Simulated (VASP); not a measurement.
# TiB2 (P6/mmm) in VASP: settings compared, part 2 of 2

VASP 6.6.1. The steps go on from the part before.

### Step 3. Relaxation of cell and atoms, RPBE+D4

Contents of INCAR:

```
ALGO     = Normal         # electronic algorithm
EDIFF    = 1E-7           # SCF threshold, eV
EDIFFG   = -0.01          # ionic threshold
ENCUT    = 600            # plane-wave cutoff, eV
GGA      = RP             # functional
IBRION   = 2              # ionic algorithm
ISIF     = 3              # what is computed and relaxed
ISMEAR   = -1             # smearing method
IVDW     = 13             # dispersion correction
LASPH    = T              # aspherical terms in the spheres
LCHARG   = F              # write CHGCAR
LREAL    = F              # projectors in reciprocal space
LWAVE    = F              # write WAVECAR
NELM     = 100            # most SCF steps
NSW      = 60             # ionic steps
PREC     = Accurate       # precision mode
SIGMA    = 0.05           # smearing width, eV
```

Contents of KPOINTS:

```
k-points
0
Gamma
  10 10 8
```

Contents of POSCAR:

```
TiB2
1.0
    3.0292000000      0.0000000000      0.0000000000
   -1.5146000000      2.6233641531      0.0000000000
    0.0000000000      0.0000000000      3.2284000000
Ti B
1 2
Direct
    0.0000000000      0.0000000000      0.0000000000
    0.6666666667      0.3333333333      0.5000000000
    0.3333333333      0.6666666667      0.5000000000
```

Potentials or basis: VASP PAW PBE potentials, release 64 (Ti_sv, B).

Run with:

```bash
$ cat potpaw_PBE.64/Ti_sv/POTCAR potpaw_PBE.64/B/POTCAR > POTCAR
$ mpirun -np 1 vasp_std > vasp.out
```

OUTCAR:

```text
EDIFF = 1E-7
   EDIFFG = -0.01
   ENCUT = 600
   GGA = RP
   IBRION = 2
   ISIF = 3
   ISMEAR = -1
   IVDW = 13
   LASPH = T
   LREAL = F
   NELM = 100
   NSW = 60
   PREC = Accurate

 ion  position               nearest neighbor table
   1  0.000  0.000  0.000-   2 2.38   3 2.38   2 2.38   3 2.38   3 2.38   3 2.38   2 2.38   2 2.38
                             2 2.38   2 2.38   3 2.38   3 2.38
   2  0.667  0.333  0.500-   3 1.75   3 1.75   3 1.75   1 2.38   1 2.38   1 2.38   1 2.38   1 2.38
                             1 2.38
   3  0.333  0.667  0.500-   2 1.75   2 1.75   2 1.75   1 2.38   1 2.38   1 2.38   1 2.38   1 2.38
                             1 2.38

  LATTYP: Found a hexagonal cell.
 ALAT       =     3.0292000000
 C/A-ratio  =     1.0657599366

  Lattice vectors:

 A1 = (   3.0292000000,   0.0000000000,   0.0000000000)
 A2 = (  -1.5146000000,   2.6233641531,   0.0000000000)
 A3 = (   0.0000000000,   0.0000000000,   3.2284000000)

Analysis of symmetry for initial positions (statically):
=====================================================================
 Subroutine PRICEL returns:
 Original cell was already a primitive cell.

 Routine SETGRP: Setting up the symmetry group for a
 hexagonal supercell.

 Subroutine GETGRP returns: Found 24 space group operations
 (whereof 24 operations were pure point group operations)
 out of a pool of 24 trial point group operations.

The static configuration has the point symmetry D_6h.

Analysis of symmetry for dynamics (positions and initial velocities):
=====================================================================
 Subroutine PRICEL returns:
 Original cell was already a primitive cell.

 Routine SETGRP: Setting up the symmetry group for a
 hexagonal supercell.

 Subroutine GETGRP returns: Found 24 space group operations
 (whereof 24 operations were pure point group operations)
 out of a pool of 24 trial point group operations.

The dynamic configuration has the point symmetry D_6h.

 Subroutine INISYM returns: Found 24 space group operations
 (whereof 24 operations are pure point group operations),
 and found     1 'primitive' translations

----------------------------------------------------------------------------------------

                                     Primitive cell

  volume of cell :      25.6551

  direct lattice vectors                    reciprocal lattice vectors
     3.029200000  0.000000000  0.000000000     0.330120164  0.190594965  0.000000000
    -1.514600000  2.623364153  0.000000000     0.000000000  0.381189931  0.000000000
     0.000000000  0.000000000  3.228400000     0.000000000  0.000000000  0.309750960

  length of vectors
     3.029200000  3.029200000  3.228400000     0.381189931  0.381189931  0.309750960

  position of ions in fractional coordinates (direct lattice)
     0.000000000  0.000000000  0.000000000
     0.666666667  0.333333333  0.500000000
     0.333333333  0.666666667  0.500000000

  ion indices of the primitive-cell ions
   primitive index   ion index
                 1           1
                 2           2
                 3           3

----------------------------------------------------------------------------------------

 KPOINTS: k-points

Automatic generation of k-mesh.
 Grid dimensions read from file:
 generate k-points for:   10   10    8

 Generating k-lattice:

  Cartesian coordinates                     Fractional coordinates (reciprocal lattice)
     0.033012016  0.019059497  0.000000000     0.100000000  0.000000000  0.000000000
     0.000000000  0.038118993  0.000000000     0.000000000  0.100000000  0.000000000
     0.000000000  0.000000000  0.038718870     0.000000000  0.000000000  0.125000000

  Length of vectors
     0.038118993  0.038118993  0.038718870

  Shift w.r.t. Gamma in fractional coordinates (k-lattice)
     0.000000000  0.000000000  0.000000000

 Subroutine IBZKPT returns following result:
 ===========================================

 Found     70 irreducible k-points:

 Following reciprocal coordinates:
            Coordinates               Weight
  0.000000  0.000000  0.000000      1.000000
  0.100000 -0.000000  0.000000      6.000000
  0.200000 -0.000000  0.000000      6.000000
  0.300000 -0.000000  0.000000      6.000000
  0.400000 -0.000000  0.000000      6.000000
  0.500000 -0.000000  0.000000      3.000000
[... 16 lines left out ...]
  0.300000  0.100000  0.125000     24.000000
  0.400000  0.100000  0.125000     24.000000
 [... further k-points ...]
   k-points           NKPTS =     70   k-points in BZ     NKDIM =     70   number of bands    NBANDS=     13
   number of dos      NEDOS =    301   number of ions     NIONS =      3
   total plane-waves  NPLWV =  16128
   dimension x,y,z NGX =    24 NGY =   24 NGZ =   28
   dimension x,y,z NGXF=    48 NGYF=   48 NGZF=   56
   ions per type =               1   2
   NGX,Y,Z   is equivalent  to a cutoff of  13.17, 13.17, 14.42 a.u.
   NGXF,Y,Z  is equivalent  to a cutoff of  26.34, 26.34, 28.84 a.u.
 SYSTEM =  unknown system
   PREC   = accura    normal or accurate (medium, high low for compatibility)
   ISTART =      0    job   : 0-new  1-cont  2-samecut
   ICHARG =      2    charge: 1-file 2-atom 10-const
   ISPIN  =      1    spin polarized calculation?
   LNONCOLLINEAR =      F non collinear calculations
   LSORBIT =      F    spin-orbit coupling
   LASPH  =      T    aspherical Exc in radial PAW
   ENCUT  =  600.0 eV  44.10 Ry    6.64 a.u.   6.05  6.05  6.45*2*pi/ulx,y,z
   NELM   =    100;   NELMIN=  2; NELMDL= -5     # of ELM steps
   EDIFF  = 0.1E-06   stopping-criterion for ELM
   LREAL  =      F    real-space projection
   EDIFFG = -.1E-01   stopping-criterion for IOM
   NSW    =     60    number of steps for IOM
   IBRION =      2    ionic relax: 0-MD 1-quasi-New 2-CG
   NFREE  =      1    steps in history (QN), initial steepest desc. (CG)
   ISIF   =      3    stress and relaxation
   ISYM   =      2    0-nonsym 1-usesym 2-fastsym
   POTIM  = 0.5000    time-step for ionic-motion
   TEBEG  =    0.0;   TEEND  =   0.0 temperature during run
   PSTRESS=    0.0 pullay stress
   NELECT =      18.0000    total number of electrons
   NUPDOWN=      -1.0000    fix difference up-down
   EMIN   =  10.00;   EMAX   =-10.00  energy-range for DOS
   EFERMI =   0.00;   METHOD = LEGACY
   ISMEAR =    -1;   SIGMA  =   0.05  broadening in eV -4-tet -1-fermi 0-gaus
   EFERMI_NEDOS =   21; number of points for ismear=-14 and -15
   IALGO  =     38    algorithm
   IMIX   =      4    mixing-type and parameters
     AMIX     =   0.40;   BMIX     =  1.00
     AMIX_MAG =   1.60;   BMIX_MAG =  1.00
  volume/ion in A,a.u.               =       8.55        57.71
  Fermi-wavevector in a.u.,A,eV,Ry     =   1.454703  2.748990 28.792122  2.116161
  Thomas-Fermi vector in A             =   2.571823
   LORBIT       =      0    0 simple, 1 ext, 2 COOP (PROOUT), +10 PAW based schemes
   GGA     = RP    functional components
   LHFCALC =     F    Hartree Fock is set to
   AEXX    =    0.0000 exact exchange contribution
   IVDW    =    13    specifies the selected vdW correction
   LEPSILON=     F    determine dielectric tensor
   LRPA    =     F    only Hartree local field effects (RPA)
 conjugate gradient relaxation of ions
 non-spin polarized calculation
  energy-cutoff  :      600.00
  volume of cell :       25.66
 maximum number of plane-waves:       878
   NGX = 13   NGY = 13   NGZ = 13

--------------------------------------- Ionic step        1  -------------------------------------------

 number of electron      18.0000002 magnetization

 Free energy of the ion-electron system (eV)
  ---------------------------------------------------
  ext. energy  EPLUGINS =         0.00000000
  ---------------------------------------------------
  free energy    TOTEN  =       -23.31911442 eV

  energy without entropy =      -23.31273410  energy(sigma->0) =      -23.31592426

------------------------ aborting loop because EDIFF is reached ----------------------------------------

  DFT-D4 for vdW energy calculation

  Edisp (eV):   -2.17374
[... 114 lines left out ...]
--------------------------------------- Ionic step        4  -------------------------------------------

 number of electron      18.0000002 magnetization

 Free energy of the ion-electron system (eV)
  ---------------------------------------------------
  ext. energy  EPLUGINS =         0.00000000
  ---------------------------------------------------
  free energy    TOTEN  =       -23.22730004 eV

  energy without entropy =      -23.22010261  energy(sigma->0) =      -23.22370132

 E-fermi :  10.5919     XC(G=0): -12.9514

 val. band max:       10.5900937313   @ k =   0.0000   0.0000   0.3750
 cond. band min:      10.6172693495   @ k =   0.4000   0.2000   0.0000
 fundamental gap:      0.0271756182
 Fermi energy:        10.5919262781

 k-point     1 :       0.0000    0.0000    0.0000
  band No.  band energies     occupation
      1     -46.2792      2.00000
      2     -22.5503      2.00000
      3     -22.2461      2.00000
      4     -22.2461      2.00000
      5      -3.1595      2.00000
      6       7.8334      2.00000
      7       7.8334      2.00000
      8       8.4780      2.00000
      9       8.5273      2.00000
     10      12.7230      0.00000
     11      12.7230      0.00000
     12      14.6908      0.00000
     13      14.6908      0.00000
[... 354 lines left out ...]
  band No.  band energies     occupation
      1     -46.2137      2.00000
      2     -22.6747      2.00000
      3     -22.5062      2.00000
      4     -22.3722      2.00000
      5       0.6062      2.00000
      6       2.0514      2.00000
      7       6.1079      2.00000
      8       7.5092      2.00000
      9       8.8621      2.00000
     10      11.9377      0.00000
     11      13.3550      0.00000
     12      13.6939      0.00000
     13      15.3507      0.00000

 [... further k-points ...]

------------------------ aborting loop because EDIFF is reached ----------------------------------------

  DFT-D4 for vdW energy calculation

  Edisp (eV):   -2.31595
[... 26 lines left out ...]
  FREE ENERGIE OF THE ION-ELECTRON SYSTEM (eV)
  ---------------------------------------------------
  free  energy   TOTEN  =       -25.5432466782 eV

  energy  without entropy=      -25.5360492562  energy(sigma->0) =      -25.53964797

 reached required accuracy - stopping structural energy minimisation
```

Wall time 53 s (1 thread of AMD EPYC 9R45 (Zen 5), shared host); peak memory 0.14 GiB.

Results:

```
Free energy                           : -25.5432 eV
Relaxed volume                        : 8.14 Å³/atom
Relaxed cell                          : a = 2.998 Å, b = 2.998 Å, c = 3.137 Å, α = 90.00°, β = 90.00°, γ = 120.00°
Space group after relaxing (to 0.1 Å) : P6/mmm (No. 191)
Energy gained by relaxing             : 16.8 meV/atom
Ionic steps                           : 4
Pressure after relaxing               : 0.0 GPa
Band gap on the k mesh                : zero (bands 9 and 10 overlap by 0.89 eV)
Dispersion energy per atom            : -0.772 eV
```

The path:
| step | energy change (eV) | largest force (eV/Å) | pressure (GPa) | volume (Å³) |
| --- | --- | --- | --- | --- |
| 1 | 0.0000 | 0.0000 | -11.44 | 25.66 |
| 2 | -0.0135 | 0.0000 | 12.12 | 23.45 |
| 3 | -0.0475 | 0.0000 | 0.42 | 24.43 |
| 4 | -0.0504 | 0.0000 | -0.03 | 24.42 |

Final structure:
```
CELL_PARAMETERS angstrom
2.99804 0.00000 0.00000
-1.49902 2.59638 0.00000
0.00000 0.00000 3.13709
ATOMIC_POSITIONS crystal
Ti 0.00000 0.00000 0.00000
B 0.66667 0.33333 0.50000
B 0.33333 0.66667 0.50000
```

Caveat: the PAW data sets were made with another functional, which shifts forces and pressure a little.

### Step 4. Relaxation of cell and atoms, revPBE+D3(BJ)

Contents of INCAR:

```
SYSTEM = TiB2
PREC     = Accurate       ! precision mode
ENCUT    = 600            ! plane-wave cutoff, eV
EDIFF    = 1E-7           ! SCF threshold, eV
ISMEAR   = -1             ! smearing method
SIGMA    = 0.05           ! smearing width, eV
LREAL    = .False.        ! projectors in reciprocal space
LASPH    = .True.         ! aspherical terms in the spheres
NELM     = 100            ! most SCF steps
ALGO     = Normal         ! electronic algorithm
ISIF     = 3              ! what is computed and relaxed
LWAVE    = .False.        ! write WAVECAR
LCHARG   = .False.        ! write CHGCAR
GGA      = RE             ! functional
IVDW     = 12             ! dispersion correction
IBRION   = 2              ! ionic algorithm
NSW      = 60             ! ionic steps
EDIFFG   = -0.01          ! ionic threshold
```

Contents of KPOINTS:

```
Automatic mesh
0
Gamma
  10 10 8
  0 0 0
```

POSCAR is that of step 3.

Run with:

```bash
$ cat potpaw_PBE.64/Ti_sv/POTCAR potpaw_PBE.64/B/POTCAR > POTCAR
$ mpirun -np 1 vasp_std > vasp.out
```

It took 69 s on 1 thread of AMD EPYC 9R45 (Zen 5), shared host; peak memory 0.15 GiB.

The run converged. Its results:

| Item | Value |
| --- | --- |
| Free energy | -26.0467 eV |
| Relaxed volume | 8.16 Å³/atom |
| Relaxed cell | a = 2.989 Å, b = 2.989 Å, c = 3.163 Å, α = 90.00°, β = 90.00°, γ = 120.00° |
| Space group after relaxing (to 0.1 Å) | P6/mmm (No. 191) |
| Energy gained by relaxing | 15.4 meV/atom |
| Ionic steps | 7 |
| Pressure after relaxing | -0.2 GPa |
| Band gap on the k mesh | zero (bands 9 and 10 overlap by 0.71 eV) |
| Dispersion energy per atom | -0.852 eV |

Step by step:
```
step  energy change (eV)  largest force (eV/Å)  pressure (GPa)  volume (Å³)
   1              0.0000                0.0000          -11.78        25.66
   2             -0.0007                0.0000           13.64        23.39
   3             -0.0451                0.0000           -0.04        24.48
   4             -0.0451                0.0000            0.20        24.46
   5             -0.0461                0.0000            0.21        24.44
   6             -0.0461                0.0000            0.21        24.44
   7             -0.0461                0.0000           -0.16        24.47
```

Final structure:
```
CELL_PARAMETERS angstrom
2.98898 0.00000 0.00000
-1.49449 2.58853 0.00000
0.00000 0.00000 3.16294
ATOMIC_POSITIONS crystal
Ti 0.00000 0.00000 0.00000
B 0.66667 0.33333 0.50000
B 0.33333 0.66667 0.50000
```

Levels at points of the mesh, in eV from the Fermi level:
| k point | band 7 | band 8 | band 9 | band 10 | band 11 | band 12 |
| --- | --- | --- | --- | --- | --- | --- |
| (0.00, 0.00, 0.00) | -2.68 | -2.20 | -2.15 | 2.11 | 2.11 | 4.00 |
| (0.50, 0.00, 0.00) | -3.29 | -3.25 | -2.33 | 1.51 | 2.98 | 3.51 |
| (0.00, 0.00, 0.50) | -0.51 | -0.51 | -0.16 | -0.16 | 0.53 | 0.53 |
| (0.50, 0.00, 0.50) | -4.78 | -3.93 | -3.12 | 2.79 | 3.18 | 4.92 |

Caveat: the PAW data sets were made with another functional, which shifts forces and pressure a little.

### Step 5. Relaxation of cell and atoms, revPBE+D4

Contents of INCAR:

```
SYSTEM = TiB2
  PREC = Accurate
  ENCUT = 600
  EDIFF = 1E-7
  ISMEAR = -1
  SIGMA = 0.05
  LREAL = .FALSE.
  LASPH = .TRUE.
  NELM = 80
  ALGO = Normal
  ISIF = 3
  LWAVE = .FALSE.
  LCHARG = .FALSE.
  GGA = RE
  IVDW = 13
  IBRION = 2
  NSW = 60
  EDIFFG = -0.01
```

Contents of KPOINTS:

```
Automatic mesh
0
G
  10 10 8
  0 0 0
```

POSCAR is that of step 4.

Run with:

```bash
$ cat potpaw_PBE.64/Ti_sv/POTCAR potpaw_PBE.64/B/POTCAR > POTCAR
$ mpirun -np 1 vasp_std > vasp.out
```

Run time: 52 s. Hardware: 1 thread of AMD EPYC 9R45 (Zen 5), shared host; peak memory 0.14 GiB.

It converged, with:

```yaml
Free_energy: -25.5680 eV
Relaxed_volume: 8.15 Å³/atom
Relaxed_cell: a = 3.000 Å, b = 3.000 Å, c = 3.138 Å, α = 90.00°, β = 90.00°, γ = 120.00°
Space_group_after_relaxing_to_0.1_Å: P6/mmm (No. 191)
Energy_gained_by_relaxing: 16.0 meV/atom
Ionic_steps: 4
Pressure_after_relaxing: 0.0 GPa
Band_gap_on_the_k_mesh: zero (bands 9 and 10 overlap by 0.88 eV)
Dispersion_energy_per_atom: -0.694 eV
```

Stress tensor (GPa, compression positive):
```
-0.12  0.00  0.00
 0.00 -0.12  0.00
 0.00  0.00  0.15
```

Step by step:
| step | energy change (eV) | largest force (eV/Å) | pressure (GPa) | volume (Å³) |
| --- | --- | --- | --- | --- |
| 1 | 0.0000 | 0.0000 | -11.13 | 25.66 |
| 2 | -0.0126 | 0.0000 | 11.87 | 23.51 |
| 3 | -0.0451 | 0.0000 | 0.45 | 24.46 |
| 4 | -0.0480 | 0.0000 | -0.03 | 24.46 |

Final structure:
```
Ti B
1.0
     3.00000    0.00000    0.00000
    -1.50000    2.59807    0.00000
     0.00000    0.00000    3.13806
Ti B
1 2
Cartesian
  0.0000 0.0000 0.0000
  1.5000 0.8660 1.5690
  0.0000 1.7321 1.5690
```

Levels at points of the mesh, in eV from the Fermi level:
```csv
k point,band 7,band 8,band 9,band 10,band 11,band 12
"(0.00, 0.00, 0.00)",-2.76,-2.11,-2.05,2.13,2.13,4.09
"(0.50, 0.00, 0.00)",-3.31,-3.15,-2.34,1.55,2.95,3.49
"(0.00, 0.00, 0.50)",-0.54,-0.54,-0.23,-0.23,0.54,0.54
"(0.50, 0.00, 0.50)",-4.81,-3.94,-3.13,2.88,3.17,5.01
```

Caveat: the PAW data sets were made with another functional, which shifts forces and pressure a little.

### Step 6. Summary

```tsv
level	gap on the mesh (eV)	pressure (GPa)	relaxed volume (Å³/atom)
RPBE+D3(BJ)	none	0.0	7.48
RPBE+D4	none	0.0	8.14
revPBE+D3(BJ)	none	-0.2	8.16
revPBE+D4	none	0.0	8.15
```

Alike in all rows: task relaxation of cell and atoms; potentials or basis VASP PAW PBE potentials, release 64 (Ti_sv, B); no spin polarisation; cell relaxed; k mesh 10 × 10 × 8; cutoff (eV) 600; smearing fermi-dirac 0.05 eV.

Caveats: the PAW data sets were made with another functional, which shifts forces and pressure a little; the dispersion term is far too large for a dense solid, which distorts pressure and volume (at least some runs).

Total energies depend on the potentials used, so only differences within one code and one set of settings carry meaning.

The gap in the log of VASP goes by the Fermi energy; the results here count the filled bands.